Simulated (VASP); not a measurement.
A run of VASP 6.6.1 is set up as follows.

File INCAR:

```
SYSTEM = BaTiO3
PREC = Accurate ; ENCUT = 910
EDIFF = 1E-6 ; ISMEAR = -1
SIGMA = 0.02 ; LREAL = .FALSE.
LASPH = .TRUE. ; NELM = 120
ALGO = Normal ; ISIF = 2
LWAVE = .FALSE. ; LCHARG = .FALSE.
GGA = PE ; NBANDS = 28
GGA_COMPAT = .FALSE.
```

File KPOINTS:

```
Automatic mesh
0
G
  6 6 6
  0 0 0
```

The input POSCAR:

```
BaTiO3
1.0
    3.9723652526      0.0000000000      0.0000000000
    0.0000000000      3.9723652526      0.0000000000
    0.0000000000      0.0000000000      4.1122285626
Ba Ti O
1 1 3
Direct
    0.0000000000      0.0000000000     -0.0043576161
    0.5000000000      0.5000000000      0.4775258081
    0.5000000000      0.5000000000      0.0345450385
    0.5000000000      0.0000000000      0.5176433848
    0.0000000000      0.5000000000      0.5176433848
```

Potentials or basis: VASP PAW PBE potentials, release 64 (Ba_sv, Ti_sv, O_h).

Command:

```console
$ cat potpaw_PBE.64/Ba_sv/POTCAR potpaw_PBE.64/Ti_sv/POTCAR potpaw_PBE.64/O_h/POTCAR > POTCAR
$ mpirun -np 1 vasp_std > vasp.out
```

**Question.** Estimate the band gap on the k mesh.

**Answer.** 1.81 eV, indirect (least direct gap 2.30 eV).

**Question.** What does it give for the pressure?

**Answer.** 4.6 GPa.

**Question.** What does it give for the largest force?

**Answer.** 0.166 eV/Å.

Forces on the atoms (eV/Å):
```
Ba   0.000  0.000  0.020
Ti   0.000  0.000  0.093
O    0.000  0.000 -0.166
O    0.000  0.000  0.027
O    0.000  0.000  0.027
```

Caveat: the cutoff is under 1.25 times the usual one of these potentials, so pressure, stress and relaxed cells hold a basis-set (Pulay) error; spin-orbit coupling is left out, which moves the levels of the heavy elements. PBE gaps usually lie below the measured ones, often by a third to a half.
